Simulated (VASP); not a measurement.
# BaTiO3 (R3m) in VASP: further runs

BaTiO3 is run at these levels: PBEsol, PBE, r2SCAN; tasks: single point, relaxation of cell and atoms.

Everything below comes from runs of VASP 6.6.1. Logs are shortened: lines on timing, memory, paths and dates and some standing lists are left out, and cuts for length are marked.

**1. The cell of the first run**

It takes space group R3m (No. 160, trigonal). Conventional cell: a = 5.635 Å, b = 5.635 Å, c = 6.925 Å, α = 90.00°, β = 90.00°, γ = 120.00°. Ba (site symmetry 3m) has 12 O at 2.76 to 2.89 Å and 8 Ti at 3.39 to 3.54 Å within 3.6 Å. Within 2.5 Å of Ti (site symmetry 3m) lie 6 O at 1.88 to 2.12 Å. O (site symmetry m) has 2 Ti at 1.88 to 2.12 Å within 2.5 Å.

**2. Single point, PBEsol**

Contents of INCAR:

```
SYSTEM = BaTiO3
PREC = Accurate
ENCUT = 520
EDIFF = 1E-6
ISMEAR = -1
SIGMA = 0.02
LREAL = .FALSE.
LASPH = .TRUE.
NELM = 60
ALGO = Normal
ISIF = 2
LWAVE = .FALSE.
LCHARG = .FALSE.
GGA = PS
NBANDS = 28
```

Contents of KPOINTS:

```
regular mesh
0
G
  6 6 6
  0 0 0
```

Contents of POSCAR:

```
BaTiO3
1.0
    2.8173256767      1.6265837378      2.3084016530
   -2.8173256767      1.6265837378      2.3084016530
    0.0000000000     -3.2531674757      2.3084016529
Ba Ti O
1 1 3
Direct
    0.0004279805      0.0004279805      0.0004279805
    0.5114805595      0.5114805595      0.5114805595
    0.4884948912      0.9822026777      0.4884948912
    0.4884948912      0.4884948912      0.9822026777
    0.9822026777      0.4884948912      0.4884948912
```

Potentials or basis: VASP PAW PBE potentials, release 64 (Ba_sv, Ti_sv, O).

The run is started by

```sh
> cat potpaw_PBE.64/Ba_sv/POTCAR potpaw_PBE.64/Ti_sv/POTCAR potpaw_PBE.64/O/POTCAR > POTCAR
> mpirun -np 1 vasp_std > vasp.out
```

OUTCAR:

```text
SYSTEM = BaTiO3
   PREC = Accurate
   ENCUT = 520
   EDIFF = 1E-6
   ISMEAR = -1
   LREAL = .FALSE.
   LASPH = .TRUE.
   NELM = 60
   ISIF = 2
   GGA = PS

 ion  position               nearest neighbor table
   1  0.000  0.000  0.000-   3 2.76   5 2.76   4 2.76   3 2.82   5 2.82   5 2.82   3 2.82   4 2.82
                             4 2.82   5 2.89   3 2.89   4 2.89   2 3.39   2 3.43   2 3.43   2 3.43
   2  0.511  0.511  0.511-   4 1.88   3 1.88   5 1.88   4 2.12   3 2.12   5 2.12   1 3.39   1 3.43
                             1 3.43   1 3.43   1 3.48   1 3.48   1 3.48   1 3.54
   3  0.488  0.982  0.488-   2 1.88   2 2.12   1 2.76   1 2.82   1 2.82   1 2.89
   4  0.488  0.488  0.982-   2 1.88   2 2.12   1 2.76   1 2.82   1 2.82   1 2.89
   5  0.982  0.488  0.488-   2 1.88   2 2.12   1 2.76   1 2.82   1 2.82   1 2.89

  LATTYP: Found a trigonal (rhomboedric) cell.
 ALAT       =     3.9889618720
 COS(alpha) =     0.0023359293

  Lattice vectors:

 A1 = (   2.8173256767,   1.6265837378,   2.3084016530)
 A2 = (  -2.8173256767,   1.6265837378,   2.3084016530)
 A3 = (   0.0000000000,  -3.2531674757,   2.3084016529)

Analysis of symmetry for initial positions (statically):
=====================================================================
 Subroutine PRICEL returns:
 Original cell was already a primitive cell.

 Routine SETGRP: Setting up the symmetry group for a
 trigonal (rhombohedral) supercell.

 Subroutine GETGRP returns: Found  6 space group operations
 (whereof  6 operations were pure point group operations)
 out of a pool of 12 trial point group operations.

The static configuration has the point symmetry C_3v.

Analysis of symmetry for dynamics (positions and initial velocities):
=====================================================================
 Subroutine PRICEL returns:
 Original cell was already a primitive cell.

 Routine SETGRP: Setting up the symmetry group for a
 trigonal (rhombohedral) supercell.

 Subroutine GETGRP returns: Found  6 space group operations
 (whereof  6 operations were pure point group operations)
 out of a pool of 12 trial point group operations.

The dynamic configuration has the point symmetry C_3v.

 Subroutine INISYM returns: Found  6 space group operations
 (whereof  6 operations are pure point group operations),
 and found     1 'primitive' translations

----------------------------------------------------------------------------------------

                                     Primitive cell

  volume of cell :      63.4711

  direct lattice vectors                    reciprocal lattice vectors
     2.817325677  1.626583738  2.308401653     0.177473270  0.102464240  0.144400058
    -2.817325677  1.626583738  2.308401653    -0.177473270  0.102464240  0.144400058
     0.000000000 -3.253167476  2.308401653     0.000000000 -0.204928480  0.144400058

  length of vectors
     3.988961872  3.988961872  3.988961872     0.250693157  0.250693157  0.250693157

  position of ions in fractional coordinates (direct lattice)
     0.000427980  0.000427980  0.000427980
     0.511480560  0.511480560  0.511480560
     0.488494891  0.982202678  0.488494891
     0.488494891  0.488494891  0.982202678
     0.982202678  0.488494891  0.488494891

  ion indices of the primitive-cell ions
   primitive index   ion index
                 1           1
                 2           2
                 3           3
                 4           4
                 5           5

----------------------------------------------------------------------------------------

 KPOINTS: regular mesh

Automatic generation of k-mesh.
 Grid dimensions read from file:
 generate k-points for:    6    6    6

 Generating k-lattice:

  Cartesian coordinates                     Fractional coordinates (reciprocal lattice)
     0.029578878  0.017077373  0.024066676     0.166666667 -0.000000000  0.000000000
    -0.029578878  0.017077373  0.024066676    -0.000000000  0.166666667  0.000000000
     0.000000000 -0.034154747  0.024066676     0.000000000  0.000000000  0.166666667

  Length of vectors
     0.041782193  0.041782193  0.041782193

  Shift w.r.t. Gamma in fractional coordinates (k-lattice)
     0.000000000  0.000000000  0.000000000

 Subroutine IBZKPT returns following result:
 ===========================================

 Found     32 irreducible k-points:

 Following reciprocal coordinates:
            Coordinates               Weight
  0.000000  0.000000  0.000000      1.000000
  0.166667  0.000000 -0.000000      6.000000
  0.333333  0.000000 -0.000000      6.000000
  0.500000  0.000000  0.000000      3.000000
  0.166667  0.166667 -0.000000      6.000000
  0.333333  0.166667 -0.000000     12.000000
[... 16 lines left out ...]
  0.500000  0.500000  0.166667      6.000000
 -0.333333  0.500000  0.166667     12.000000
 [... further k-points ...]
   k-points           NKPTS =     32   k-points in BZ     NKDIM =     32   number of bands    NBANDS=     28
   number of dos      NEDOS =    301   number of ions     NIONS =      5
   total plane-waves  NPLWV =  27000
   dimension x,y,z NGX =    30 NGY =   30 NGZ =   30
   dimension x,y,z NGXF=    60 NGYF=   60 NGZF=   60
   ions per type =               1   1   3
   NGX,Y,Z   is equivalent  to a cutoff of  12.50, 12.50, 12.50 a.u.
   NGXF,Y,Z  is equivalent  to a cutoff of  25.01, 25.01, 25.01 a.u.
 SYSTEM =  BaTiO3
   PREC   = accura    normal or accurate (medium, high low for compatibility)
   ISTART =      0    job   : 0-new  1-cont  2-samecut
   ICHARG =      2    charge: 1-file 2-atom 10-const
   ISPIN  =      1    spin polarized calculation?
   LNONCOLLINEAR =      F non collinear calculations
   LSORBIT =      F    spin-orbit coupling
   LASPH  =      T    aspherical Exc in radial PAW
   ENCUT  =  520.0 eV  38.22 Ry    6.18 a.u.   7.42  7.42  7.42*2*pi/ulx,y,z
   NELM   =     60;   NELMIN=  2; NELMDL= -5     # of ELM steps
   EDIFF  = 0.1E-05   stopping-criterion for ELM
   LREAL  =      F    real-space projection
   EDIFFG = 0.1E-04   stopping-criterion for IOM
   NSW    =      0    number of steps for IOM
   IBRION =     -1    ionic relax: 0-MD 1-quasi-New 2-CG
   NFREE  =      0    steps in history (QN), initial steepest desc. (CG)
   ISIF   =      2    stress and relaxation
   ISYM   =      2    0-nonsym 1-usesym 2-fastsym
   POTIM  = 0.5000    time-step for ionic-motion
   TEBEG  =    0.0;   TEEND  =   0.0 temperature during run
   PSTRESS=    0.0 pullay stress
   NELECT =      40.0000    total number of electrons
   NUPDOWN=      -1.0000    fix difference up-down
   EMIN   =  10.00;   EMAX   =-10.00  energy-range for DOS
   EFERMI =   0.00;   METHOD = LEGACY
   ISMEAR =    -1;   SIGMA  =   0.02  broadening in eV -4-tet -1-fermi 0-gaus
   EFERMI_NEDOS =   21; number of points for ismear=-14 and -15
   IALGO  =     38    algorithm
   IMIX   =      4    mixing-type and parameters
     AMIX     =   0.40;   BMIX     =  1.00
     AMIX_MAG =   1.60;   BMIX_MAG =  1.00
  volume/ion in A,a.u.               =      12.69        85.66
  Fermi-wavevector in a.u.,A,eV,Ry     =   1.403577  2.652375 26.803849  1.970027
  Thomas-Fermi vector in A             =   2.526225
   LORBIT       =      0    0 simple, 1 ext, 2 COOP (PROOUT), +10 PAW based schemes
   GGA     = PS    functional components
   LHFCALC =     F    Hartree Fock is set to
   AEXX    =    0.0000 exact exchange contribution
   IVDW    =     0    specifies the selected vdW correction
   LEPSILON=     F    determine dielectric tensor
   LRPA    =     F    only Hartree local field effects (RPA)
 non-spin polarized calculation
  energy-cutoff  :      520.00
  volume of cell :       63.47
 maximum number of plane-waves:      1743
 NGX is ok and might be reduce to    30
   NGX = 15   NGY = 15   NGZ = 15

 number of electron      39.9999999 magnetization

 Free energy of the ion-electron system (eV)
  ---------------------------------------------------
  ext. energy  EPLUGINS =         0.00000000
  ---------------------------------------------------
  free energy    TOTEN  =       -42.00338053 eV

  energy without entropy =      -42.00338053  energy(sigma->0) =      -42.00338053

 E-fermi :   4.1354     XC(G=0): -11.5575

 val. band max:        3.7212125913   @ k =   0.5000   0.5000   0.5000
 cond. band min:       5.9817877710   @ k =   0.0000   0.0000   0.0000
 fundamental gap:      2.2605751797
 Fermi energy:         4.1353739935

 k-point     1 :       0.0000    0.0000    0.0000
  band No.  band energies     occupation
      1     -52.3234      2.00000
      2     -28.6922      2.00000
      3     -28.6922      2.00000
      4     -28.6863      2.00000
      5     -20.9999      2.00000
      6     -13.0641      2.00000
[... 20 lines left out ...]
     27       8.6766      0.00000
     28      11.0101      0.00000

 k-point     2 :       0.1667    0.0000   -0.0000
  band No.  band energies     occupation
      1     -52.3231      2.00000
      2     -28.7052      2.00000
      3     -28.6916      2.00000
      4     -28.6872      2.00000
      5     -20.9681      2.00000
      6     -13.0911      2.00000
[... 20 lines left out ...]
     27       9.2198      0.00000
     28      11.6754      0.00000

 k-point     3 :       0.3333    0.0000   -0.0000
  band No.  band energies     occupation
      1     -52.3226      2.00000
      2     -28.7338      2.00000
      3     -28.6905      2.00000
      4     -28.6863      2.00000
      5     -20.9030      2.00000
      6     -13.2317      2.00000
[... 20 lines left out ...]
     27      10.4952      0.00000
     28      12.0496      0.00000

 k-point     4 :       0.5000    0.0000    0.0000
  band No.  band energies     occupation
      1     -52.3223      2.00000
      2     -28.7480      2.00000
      3     -28.6899      2.00000
      4     -28.6858      2.00000
      5     -20.8698      2.00000
      6     -13.3235      2.00000
[... 578 lines left out ...]
     27      11.1924      0.00000
     28      12.2183      0.00000

 k-point    23 :       0.5000    0.5000    0.1667
  band No.  band energies     occupation
      1     -52.3209      2.00000
      2     -28.7451      2.00000
      3     -28.7412      2.00000
      4     -28.6994      2.00000
      5     -20.7705      2.00000
      6     -12.5781      2.00000
[... 20 lines left out ...]
     27      12.2736      0.00000
     28      12.6181      0.00000

 k-point    24 :      -0.3333    0.5000    0.1667
  band No.  band energies     occupation
      1     -52.3211      2.00000
      2     -28.7444      2.00000
      3     -28.7292      2.00000
      4     -28.6999      2.00000
      5     -20.7905      2.00000
      6     -12.7648      2.00000
[... 20 lines left out ...]
     27      11.9033      0.00000
     28      12.3910      0.00000

 [... further k-points ...]
[... 5 lines left out ...]
  --------------------------------------------------------------------------------------
  -------------------------------------------------------------------------------------
  Total        0.7660248      0.7660248      0.7485927      0.0000000      0.0000000      0.0000000
  in kB       19.3364748     19.3364748     18.8964429      0.0000000      0.0000000      0.0000000
  external PRESSURE =      19.1897975 kB  Pullay stress =       0.0000000 kB

 VOLUME and BASIS-vectors are now :
 -----------------------------------------------------------------------------
  energy-cutoff  :      520.00
  volume of cell :       63.47
      direct lattice vectors                 reciprocal lattice vectors
     2.817325677  1.626583738  2.308401653     0.177473270  0.102464240  0.144400058
    -2.817325677  1.626583738  2.308401653    -0.177473270  0.102464240  0.144400058
     0.000000000 -3.253167476  2.308401653     0.000000000 -0.204928480  0.144400058

 POSITION                                       TOTAL-FORCE (eV/Angst)
 -----------------------------------------------------------------------------------
      0.00000     -0.00000      0.00296         0.000000      0.000000     -0.037951
      0.00000     -0.00000      3.54211         0.000000      0.000000     -0.057010
     -1.39094      0.80306      4.52260        -0.017415      0.010055      0.031653
      0.00000     -1.60611      4.52260         0.000000     -0.020110      0.031653
      1.39094      0.80306      4.52260         0.017415      0.010055      0.031653
 -----------------------------------------------------------------------------------
    total drift:                                0.000000     -0.000001     -0.000413

  FREE ENERGIE OF THE ION-ELECTRON SYSTEM (eV)
  ---------------------------------------------------
  free  energy   TOTEN  =       -42.0033805344 eV

  energy  without entropy=      -42.0033805344  energy(sigma->0) =      -42.00338053
```

It took 2 min on 1 thread of Intel Xeon 8259CL, shared host; peak memory 0.2 GiB.

What came out:

* Free energy: -42.0034 eV
* Pressure: 1.9 GPa
* Largest force: 0.057 eV/Å
* Band gap on the k mesh: 2.26 eV, indirect (least direct gap 2.61 eV)

Forces in eV/Å, atoms in the order of the input:
```
Ba   0.000  0.000 -0.038
Ti   0.000  0.000 -0.057
O   -0.017  0.010  0.032
O    0.000 -0.020  0.032
O    0.017  0.010  0.032
```

Levels at points of the mesh, in eV from the valence-band top:
```csv
k point,band 17,band 18,band 19,band 20,band 21,band 22,band 23,band 24
"(0.00, 0.00, 0.00)",-1.11,-0.49,-0.35,-0.35,2.26,2.26,2.40,4.49
"(0.50, 0.00, 0.00)",-1.79,-1.69,-0.94,-0.82,2.45,3.78,3.87,4.46
"(0.50, 0.50, 0.00)",-1.65,-0.89,-0.85,-0.10,3.84,3.85,4.19,5.10
"(0.50, 0.50, 0.50)",-2.35,-0.02,-0.02,0.00,4.36,4.49,4.49,6.60
```

Caveat: the PAW data sets were made with another functional, which shifts forces and pressure a little; spin-orbit coupling is left out, which moves the levels of the heavy elements. A k mesh can miss the band edges.

**3. Single point, PBE**

This run uses another cell than the first one, of 13.03 Å³/atom, 1.026 times its volume.

Contents of INCAR:

```
SYSTEM = BaTiO3
ALGO     = Normal         ! electronic algorithm
EDIFF    = 1E-6           ! SCF threshold, eV
ENCUT    = 520            ! plane-wave cutoff, eV
GGA      = PE             ! functional
ISIF     = 2              ! what is computed and relaxed
ISMEAR   = -1             ! smearing method
LASPH    = .True.         ! aspherical terms in the spheres
LCHARG   = .False.        ! write CHGCAR
LREAL    = .False.        ! projectors in reciprocal space
LWAVE    = .False.        ! write WAVECAR
NBANDS   = 28             ! bands
NELM     = 60             ! most SCF steps
PREC     = Accurate       ! precision mode
SIGMA    = 0.02           ! smearing width, eV
```

Contents of KPOINTS:

```
k-points
0
Gamma
  6 6 6
  0 0 0
```

Contents of POSCAR:

```
BaTiO3
1.0
    2.8399483166      1.6396449251      2.3312785423
   -2.8399483166      1.6396449251      2.3312785423
    0.0000000000     -3.2792898502      2.3312785423
Ba Ti O
1 1 3
Direct
    0.0012626313      0.0012626313      0.0012626313
    0.5147192493      0.5147192493      0.5147192493
    0.4882359353      0.9786472489      0.4882359353
    0.4882359353      0.4882359353      0.9786472489
    0.9786472489      0.4882359353      0.4882359353
```

Potentials or basis: VASP PAW PBE potentials, release 64 (Ba_sv, Ti_sv, O).

The run is started by

```sh
> cat potpaw_PBE.64/Ba_sv/POTCAR potpaw_PBE.64/Ti_sv/POTCAR potpaw_PBE.64/O/POTCAR > POTCAR
> mpirun -np 1 vasp_std > vasp.out
```

Wall time 2.4 min (1 thread of Intel Xeon 8259CL, shared host); peak memory 0.21 GiB.

It converged, with:

```yaml
Free_energy: -40.0229 eV
Pressure: 4.9 GPa
Largest_force: 0.132 eV/Å
Band_gap_on_the_k_mesh: 2.46 eV, indirect (least direct gap 2.91 eV)
```

Forces on the atoms (eV/Å):
```
Ba   0.000  0.000 -0.020
Ti   0.000  0.000 -0.132
O   -0.104  0.060  0.051
O    0.000 -0.120  0.051
O    0.104  0.060  0.051
```

Stress tensor (GPa, compression positive):
```
4.95 0.00 0.00
0.00 4.95 0.00
0.00 0.00 4.74
```

Levels at points of the mesh, in eV from the valence-band top:
| k point | band 17 | band 18 | band 19 | band 20 | band 21 | band 22 | band 23 | band 24 |
| --- | --- | --- | --- | --- | --- | --- | --- | --- |
| (0.00, 0.00, 0.00) | -1.04 | -0.60 | -0.45 | -0.45 | 2.46 | 2.46 | 2.61 | 4.49 |
| (0.50, 0.00, 0.00) | -1.68 | -1.58 | -0.99 | -0.85 | 2.62 | 3.76 | 3.88 | 4.45 |
| (0.50, 0.50, 0.00) | -1.61 | -0.90 | -0.84 | -0.09 | 3.85 | 3.85 | 4.17 | 4.99 |
| (0.50, 0.50, 0.50) | -2.34 | -0.02 | -0.02 | 0.00 | 4.27 | 4.44 | 4.44 | 6.54 |

Caveat: spin-orbit coupling is left out, which moves the levels of the heavy elements. PBE gaps usually lie below the measured ones, often by a third to a half.

**4. Single point, r2SCAN**

This run uses another cell than the first one, of 13.03 Å³/atom, 1.026 times its volume.

POSCAR is that of step 3.

Contents of INCAR.step1:

```
SYSTEM = BaTiO3
PREC = Accurate
ENCUT = 520
ISMEAR = -1
SIGMA = 0.02
LREAL = .FALSE.
LASPH = .TRUE.
NELM = 80
NBANDS = 28
GGA = PE
ALGO = Normal
EDIFF = 1E-4
LWAVE = .TRUE.
LCHARG = .FALSE.
```

Contents of INCAR.step2:

```
SYSTEM = BaTiO3
PREC = Accurate
ENCUT = 520
EDIFF = 1E-6
ISMEAR = -1
SIGMA = 0.02
LREAL = .FALSE.
LASPH = .TRUE.
NELM = 80
ALGO = Normal
ISIF = 2
LWAVE = .FALSE.
LCHARG = .FALSE.
METAGGA = R2SCAN
LMIXTAU = .TRUE.
NBANDS = 28
ISTART = 1
```

Contents of KPOINTS:

```
regular mesh
0
G
  6 6 6
  0 0 0
```

The run is started by

```sh
> cat potpaw_PBE.64/Ba_sv/POTCAR potpaw_PBE.64/Ti_sv/POTCAR potpaw_PBE.64/O/POTCAR > POTCAR
> cp INCAR.step1 INCAR
> mpirun -np 1 vasp_std > vasp.out
> cp INCAR.step2 INCAR
> mpirun -np 1 vasp_std > vasp.out
```

It took 7.2 min on 1 thread of Intel Xeon 8259CL, shared host; peak memory 0.21 GiB.

It converged, with:

| Quantity | Value |
| --- | --- |
| Free energy | -74.2683 eV |
| Pressure | 1.9 GPa |
| Largest force | 0.175 eV/Å |
| Band gap on the k mesh | 2.85 eV, indirect (least direct gap 3.31 eV) |

Forces on the atoms (eV/Å):
```
Ba   0.000  0.000 -0.031
Ti   0.000  0.000 -0.175
O   -0.065  0.038  0.069
O    0.000 -0.075  0.069
O    0.065  0.038  0.069
```

Stress tensor (GPa, compression positive):
```
1.98 0.00 0.00
0.00 1.98 0.00
0.00 0.00 1.84
```

Levels at points of the mesh, in eV from the valence-band top:
| k point | band 17 | band 18 | band 19 | band 20 | band 21 | band 22 | band 23 | band 24 |
| --- | --- | --- | --- | --- | --- | --- | --- | --- |
| (0.00, 0.00, 0.00) | -1.07 | -0.58 | -0.46 | -0.46 | 2.85 | 2.85 | 2.99 | 4.80 |
| (0.50, 0.00, 0.00) | -1.68 | -1.58 | -1.01 | -0.89 | 3.01 | 4.14 | 4.26 | 4.76 |
| (0.50, 0.50, 0.00) | -1.66 | -0.91 | -0.86 | -0.09 | 4.23 | 4.23 | 4.58 | 5.36 |
| (0.50, 0.50, 0.50) | -2.36 | -0.02 | -0.02 | 0.00 | 4.67 | 4.85 | 4.85 | 7.18 |

Caveat: the PAW data sets were made with another functional, which shifts forces and pressure a little; spin-orbit coupling is left out, which moves the levels of the heavy elements.

(Part 1 of 2 ends here.)
